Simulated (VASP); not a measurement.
Here is a VASP 6.6.1 calculation.

Contents of INCAR:

```
PREC = Accurate
ENCUT = 600
EDIFF = 1E-6
ISMEAR = 0
SIGMA = 0.2
LREAL = F
LASPH = T
NELM = 60
ALGO = Normal
ISIF = 3
LWAVE = F
LCHARG = F
GGA = PE
IBRION = 2
NSW = 36
EDIFFG = -0.08
```

KPOINTS

```
Automatic mesh
0
Gamma
  3 3 5
```

The input POSCAR:

```
Be4Se3
1.0
    3.3857904600     -4.7034331100      0.0000000000
    3.3857904600      4.7034331100      0.0000000000
    0.0000000000      0.0000000000      3.3862478600
Be Se
4 3
Direct
    0.2531226300      0.2531226300      0.5000000000
    0.7468773700      0.7468773700      0.5000000000
    0.7399198000      0.2600802000      0.0000000000
    0.2600802000      0.7399198000      0.0000000000
    0.5000000000      0.0000000000      0.5000000000
    0.0000000000      0.5000000000      0.5000000000
    0.0000000000      0.0000000000      0.0000000000
```

Potentials or basis: VASP PAW PBE potentials, release 64 (Be, Se).

Run with:

```bash
$ cat potpaw_PBE.64/Be/POTCAR potpaw_PBE.64/Se/POTCAR > POTCAR
$ mpirun -np 1 vasp_std > vasp.out
```

What does it give for the space group after relaxing (to 0.1 Å)?

Cmmm (No. 65).

Predict the relaxed volume.

15.72 Å³/atom.

What does it give for the band gap on the k mesh?

Zero (bands 13 and 14 overlap by 0.34 eV).

The path:
```
step  energy change (eV)  largest force (eV/Å)  pressure (GPa)  volume (Å³)
   1              0.0000                0.2755            0.26       107.85
   2             -0.0317                0.2429            0.14       108.24
   3             -0.0378                0.2226            0.09       108.48
   4             -0.0443                0.1903            0.06       108.70
   5             -0.0561                0.0957            0.00       109.35
   6             -0.0575                0.1390           -0.01       109.67
   7             -0.0615                0.1206           -0.11       109.77
   8             -0.0693                0.0777           -0.36       110.05
```

Caveat: the k points lie up to 0.38 Å⁻¹ apart in the final cell; semilocal functionals underestimate gaps, and a narrow one can read as zero; the relaxation stopped at a loose force limit of 0.08 eV/Å, so its end isn't a converged minimum.
